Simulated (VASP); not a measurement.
# Zr4Cl (P-3m1) in VASP: single point with PBE

Aim: the single point of Zr4Cl with PBE.

Program: VASP 6.6.1. These are calculated values, not measurements. Logs are shortened: lines on timing, memory, paths and dates and some standing lists are left out, and cuts for length are marked.

## (1) The cell of the first run

Symmetry: P-3m1, No. 164, trigonal system. The conventional cell has a = 3.241 Å, b = 3.241 Å, c = 12.027 Å, α = 90.00°, β = 90.00°, γ = 120.00°. Within 3.8 Å of Zr (site symmetry 3m) lie 3 Cl at 2.87 Å and 9 Zr at 3.18 to 3.24 Å. Within 4.1 Å of Zr (site symmetry 3m) lie 12 Zr at 3.15 to 3.24 Å. Cl (site symmetry -3m) has 6 Zr at 2.87 Å and 6 Cl at 3.24 Å within 3.8 Å.

## (2) Single point, PBE, collinear spin

The input, INCAR:

```
SYSTEM = Zr4Cl
PREC     = Accurate       ! precision mode
ENCUT    = 500            ! plane-wave cutoff, eV
EDIFF    = 1E-6           ! SCF threshold, eV
ISMEAR   = 0              ! smearing method
SIGMA    = 0.1            ! smearing width, eV
LREAL    = .False.        ! projectors in reciprocal space
LASPH    = .True.         ! aspherical terms in the spheres
NELM     = 200            ! most SCF steps
ALGO     = Normal         ! electronic algorithm
ISIF     = 2              ! what is computed and relaxed
LWAVE    = .False.        ! write WAVECAR
LCHARG   = .True.         ! write CHGCAR
ISPIN    = 2              ! spin polarisation
MAGMOM   = 1 1 1 1 0      ! initial moments
LORBIT   = 11             ! projections on sites
LMAXMIX  = 4              ! l up to which the mixer works
GGA      = PE             ! functional
LELF     = .True.         ! ELF
LVHAR    = .True.       
NBANDS   = 40             ! bands
GGA_COMPAT= .False.
```

The input, KPOINTS:

```
regular mesh
0
Gamma
  6 6 2
  0 0 0
```

The input, POSCAR:

```
Zr4Cl
1.0
    3.2410311256      0.0000000000      0.0000000000
   -1.6205155628      2.8068152892      0.0000000000
    0.0000000000      0.0000000000     12.0268632647
Zr Cl
4 1
Direct
    0.6666666667      0.3333333333      0.8189239224
    0.3333333333      0.6666666667      0.1810760776
    0.6666666667      0.3333333333      0.3945805722
    0.3333333333      0.6666666667      0.6054194278
    0.0000000000      0.0000000000      0.0000000000
```

Potentials or basis: VASP PAW PBE potentials, release 64 (Zr_sv, Cl).

Started as:

```console
$ cat potpaw_PBE.64/Zr_sv/POTCAR potpaw_PBE.64/Cl/POTCAR > POTCAR
$ mpirun -np 1 vasp_std > vasp.out
```

OUTCAR:

```text
SYSTEM = Zr4Cl
   PREC = Accurate
   ENCUT = 500
   EDIFF = 1E-6
   ISMEAR = 0
   LREAL = .False.
   LASPH = .True.
   NELM = 200
   ISIF = 2
   ISPIN = 2
   LORBIT = 11
   GGA = PE

 ion  position               nearest neighbor table
   1  0.667  0.333  0.819-   5 2.87   5 2.87   5 2.87   4 3.18   4 3.18   4 3.18
   2  0.333  0.667  0.181-   5 2.87   5 2.87   5 2.87   3 3.18   3 3.18   3 3.18
   3  0.667  0.333  0.395-   4 3.15   4 3.15   4 3.15   2 3.18   2 3.18   2 3.18
   4  0.333  0.667  0.605-   3 3.15   3 3.15   3 3.15   1 3.18   1 3.18   1 3.18
   5  0.000  0.000  0.000-   1 2.87   2 2.87   2 2.87   1 2.87   1 2.87   2 2.87

  LATTYP: Found a hexagonal cell.
 ALAT       =     3.2410311256
 C/A-ratio  =     3.7108138733

  Lattice vectors:

 A1 = (   3.2410311256,   0.0000000000,   0.0000000000)
 A2 = (  -1.6205155628,   2.8068152892,   0.0000000000)
 A3 = (   0.0000000000,   0.0000000000,  12.0268632647)

Analysis of symmetry for initial positions (statically):
=====================================================================
 Subroutine PRICEL returns:
 Original cell was already a primitive cell.

 Routine SETGRP: Setting up the symmetry group for a
 hexagonal supercell.

 Subroutine GETGRP returns: Found 12 space group operations
 (whereof 12 operations were pure point group operations)
 out of a pool of 24 trial point group operations.

The static configuration has the point symmetry D_3d.

Analysis of symmetry for dynamics (positions and initial velocities):
=====================================================================
 Subroutine PRICEL returns:
 Original cell was already a primitive cell.

 Routine SETGRP: Setting up the symmetry group for a
 hexagonal supercell.

 Subroutine GETGRP returns: Found 12 space group operations
 (whereof 12 operations were pure point group operations)
 out of a pool of 24 trial point group operations.

The dynamic configuration has the point symmetry D_3d.

Analysis of structural, dynamic, and magnetic symmetry:
=====================================================================
 Subroutine PRICEL returns:
 Original cell was already a primitive cell.

 Routine SETGRP: Setting up the symmetry group for a
 hexagonal supercell.

 Subroutine GETGRP returns: Found 12 space group operations
 (whereof 12 operations were pure point group operations)
 out of a pool of 24 trial point group operations.

[... 123 lines left out ...]
   IVDW    =     0    specifies the selected vdW correction
   LEPSILON=     F    determine dielectric tensor
   LRPA    =     F    only Hartree local field effects (RPA)
 spin polarized calculation
 Gauss-broadening in eV      SIGMA  =   0.10
  energy-cutoff  :      500.00
  volume of cell :      109.41
 maximum number of plane-waves:      2796
 NGX is ok and might be reduce to    24
   NGX = 11   NGY = 11   NGZ = 43

 number of electron      54.9999999 magnetization       0.0017683

 Free energy of the ion-electron system (eV)
  ---------------------------------------------------
  ext. energy  EPLUGINS =         0.00000000
  ---------------------------------------------------
  free energy    TOTEN  =       -37.32100501 eV

  energy without entropy =      -37.28274374  energy(sigma->0) =      -37.30187438

 E-fermi :   9.1481     XC(G=0): -11.0013

 val. band max:        9.1445486093   @ k =   0.1667   0.1667   0.0000
 cond. band min:       9.1617967955   @ k =   0.5000  -0.0000   0.5000
 fundamental gap:      0.0172481862
 Fermi energy:         9.1481068542

 spin component 1

 k-point     1 :       0.0000    0.0000    0.0000
  band No.  band energies     occupation
      1     -40.0790      1.00000
      2     -40.0781      1.00000
      3     -39.5418      1.00000
      4     -39.4562      1.00000
      5     -18.4125      1.00000
      6     -18.3296      1.00000
[... 577 lines left out ...]
     38      13.0500      0.00000
     39      13.5509      0.00000
 Fermi energy:         9.1481068542

 spin component 2

 k-point     1 :       0.0000    0.0000    0.0000
  band No.  band energies     occupation
      1     -40.0787      1.00000
      2     -40.0778      1.00000
      3     -39.5418      1.00000
      4     -39.4562      1.00000
      5     -18.4122      1.00000
      6     -18.3292      1.00000
[... 577 lines left out ...]
     38      13.0502      0.00000
     39      13.5510      0.00000
 [bands above 39 left out]

------------------------ aborting loop because EDIFF is reached ----------------------------------------

  FORCE on cell =-STRESS in cart. coord.  units (eV):
  Direction    XX          YY          ZZ          XY          YZ          ZX
  --------------------------------------------------------------------------------------
  -------------------------------------------------------------------------------------
  Total        0.0641775      0.0641775     -0.1293062     -0.0000000      0.0000000     -0.0000000
  in kB        0.9398188      0.9398188     -1.8935670     -0.0000000      0.0000000     -0.0000000
  external PRESSURE =      -0.0046432 kB  Pullay stress =       0.0000000 kB

 VOLUME and BASIS-vectors are now :
 -----------------------------------------------------------------------------
  energy-cutoff  :      500.00
  volume of cell :      109.41
      direct lattice vectors                 reciprocal lattice vectors
     3.241031126  0.000000000  0.000000000     0.308543782  0.178137835  0.000000000
    -1.620515563  2.806815289  0.000000000     0.000000000  0.356275671  0.000000000
     0.000000000  0.000000000 12.026863265     0.000000000  0.000000000  0.083147200

 POSITION                                       TOTAL-FORCE (eV/Angst)
 -----------------------------------------------------------------------------------
      1.62052      0.93561      9.84909        -0.000000      0.000000     -0.030181
     -0.00000      1.87121      2.17778         0.000000     -0.000000      0.030181
      1.62052      0.93561      4.74557         0.000000     -0.000000     -0.002799
     -0.00000      1.87121      7.28130        -0.000000      0.000000      0.002799
      0.00000      0.00000      0.00000        -0.000000      0.000000      0.000000
 -----------------------------------------------------------------------------------
    total drift:                                0.000000     -0.000000      0.000000

  FREE ENERGIE OF THE ION-ELECTRON SYSTEM (eV)
  ---------------------------------------------------
  free  energy   TOTEN  =       -37.3210050087 eV

  energy  without entropy=      -37.2827437424  energy(sigma->0) =      -37.30187438

 total charge

# of ion       s       p       d       tot
------------------------------------------
    1        2.204   5.943   1.667   9.814
    2        2.204   5.943   1.667   9.814
    3        2.231   5.958   1.633   9.822
    4        2.231   5.958   1.633   9.822
    5        1.602   3.522   0.000   5.124
--------------------------------------------------
tot         10.471  27.325   6.599  44.396

 magnetization (x)

# of ion       s       p       d       tot
------------------------------------------
    1        0.000   0.000   0.000   0.000
    2        0.000   0.000   0.000   0.000
    3       -0.000   0.000   0.000   0.000
    4       -0.000   0.000   0.000   0.000
    5        0.000  -0.000   0.000  -0.000
--------------------------------------------------
tot          0.000  -0.000   0.001   0.001
```

OSZICAR:

```text
N       E                     dE             d eps       ncg     rms          rms(c)
DAV:   1     0.522628512963E+03    0.52263E+03   -0.27494E+04  2240   0.129E+03
DAV:   2     0.474242680687E+01   -0.51789E+03   -0.50223E+03  2544   0.400E+02
DAV:   3    -0.368068223344E+02   -0.41549E+02   -0.40760E+02  3640   0.823E+01
[... 12 lines left out ...]
DAV:  16    -0.373209530893E+02   -0.26503E-03   -0.55615E-04  2768   0.793E-02    0.248E-02
DAV:  17    -0.373209898407E+02   -0.36751E-04   -0.84282E-05  3144   0.329E-02    0.141E-02
DAV:  18    -0.373209985093E+02   -0.86686E-05   -0.14147E-05  2584   0.141E-02    0.908E-03
DAV:  19    -0.373210027785E+02   -0.42692E-05   -0.81391E-06  2496   0.883E-03    0.547E-03
DAV:  20    -0.373210043495E+02   -0.15710E-05   -0.28498E-06  1880   0.449E-03    0.317E-03
DAV:  21    -0.373210050087E+02   -0.65913E-06   -0.27643E-06  1952   0.363E-03
   1 F= -.37321005E+02 E0= -.37301874E+02  d E =-.382613E-01  mag=     0.0009
```

stdout:

```text
POSCAR found type information on POSCAR ZrCl
 POSCAR found :  2 types and       5 ions
 scaLAPACK will be used
 LDA part: xc-table for (Slater+PW92), standard interpolation
 POSCAR, INCAR and KPOINTS ok, starting setup
 FFT: planning ... GRIDC
 FFT: planning ... GRID_SOFT
 FFT: planning ... GRID
 WAVECAR not read
 entering main loop
```

Run time: 2.2 min. Hardware: 1 thread of AMD EPYC 7R13 (Zen 3), shared host; peak memory 0.26 GiB.

Results:

```yaml
Free_energy: -37.3210 eV
Pressure: 0.0 GPa
Largest_force: 0.030 eV/Å
Net_moment: 0.00 μB per cell
Valence_electrons_inside_the_program's_atomic_spheres: Zr 9.81, 9.82 (each value once); Cl 5.12
```

Forces on the atoms (eV/Å):
```
Zr   0.000  0.000 -0.030
Zr   0.000  0.000  0.030
Zr   0.000  0.000 -0.003
Zr   0.000  0.000  0.003
Cl   0.000  0.000  0.000
```

Stress tensor (GPa, compression positive):
```
 0.09  0.00  0.00
 0.00  0.09  0.00
 0.00  0.00 -0.19
```

Caveat: the k points lie up to 0.37 Å⁻¹ apart.
